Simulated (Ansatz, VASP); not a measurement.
**GaN: VASP beside Ansatz**

The input INCAR:

```
SYSTEM = GaN
ALGO = Normal
EDIFF = 1E-6
ENCUT = 520
GGA = PE
ISIF = 2
ISMEAR = 0
LASPH = .TRUE.
LCHARG = .FALSE.
LREAL = .FALSE.
LWAVE = .FALSE.
NBANDS = 66
NELM = 60
PREC = Accurate
SIGMA = 0.1
```

KPOINTS

```
k-points
0
G
  4 4 4
  0 0 0
```

The input POSCAR:

```
GaN
1.0
    5.2153367800      0.0000000000      0.0000000000
    0.0000000000      5.2153367800      0.0000000000
    0.0000000000      0.0000000000      5.2153367800
Ga N
6 6
Direct
    0.5000000000      0.0000000000      0.7500000000
    0.7500000000      0.5000000000      0.0000000000
    0.0000000000      0.7500000000      0.5000000000
    0.5000000000      0.0000000000      0.2500000000
    0.2500000000      0.5000000000      0.0000000000
    0.0000000000      0.2500000000      0.5000000000
    0.0000000000      0.5000000000      0.7500000000
    0.7500000000      0.0000000000      0.5000000000
    0.5000000000      0.7500000000      0.0000000000
    0.0000000000      0.5000000000      0.2500000000
    0.2500000000      0.0000000000      0.5000000000
    0.5000000000      0.2500000000      0.0000000000
```

Input for Ansatz:

```yaml
crystal:
  lattice:
    - [5.21533678, 0.0, 0.0]
    - [0.0, 5.21533678, 0.0]
    - [0.0, 0.0, 5.21533678]
  atoms:
    - { symbol: Ga, position: [0.5, 0.0, 0.75] }
    - { symbol: Ga, position: [0.75, 0.5, 0.0] }
    - { symbol: Ga, position: [0.0, 0.75, 0.5] }
    - { symbol: Ga, position: [0.5, 0.0, 0.25] }
    - { symbol: Ga, position: [0.25, 0.5, 0.0] }
    - { symbol: Ga, position: [0.0, 0.25, 0.5] }
    - { symbol: "N", position: [0.0, 0.5, 0.75] }
    - { symbol: "N", position: [0.75, 0.0, 0.5] }
    - { symbol: "N", position: [0.5, 0.75, 0.0] }
    - { symbol: "N", position: [0.0, 0.5, 0.25] }
    - { symbol: "N", position: [0.25, 0.0, 0.5] }
    - { symbol: "N", position: [0.5, 0.25, 0.0] }
basis:
  ecutwfc: 420
kpoints:
  mp_grid: { grid: [4, 4, 4] }
hamiltonian:
  xc: pbe
scf:
  occupations: { method: gaussian, width: 0.1 }
  lower_state_search: "off"
output:
  forces: true
  stress: true
  eigenvalues: true
```

Alike in both runs: task single point; functional PBE; k mesh 4 × 4 × 4; occupations gaussian, width 0.1 eV; no spin polarisation.

|  | VASP | Ansatz |
| --- | --- | --- |
| version | VASP 6.6.1 | Ansatz 0.2.0 |
| potentials or method | VASP PAW PBE potentials, release 64 (Ga_d, N), cutoff 520 eV | scalar-relativistic, plane waves, PAW |
| valence electrons in the cell | 108 | 108 |

|  | VASP | Ansatz | Ansatz less VASP |
| --- | --- | --- | --- |
| gap on the k mesh at the Fermi level (eV) | 2.10 | 2.09 | -0.013 |
| least direct gap on the mesh (eV) | 2.10 | 2.09 | -0.013 |
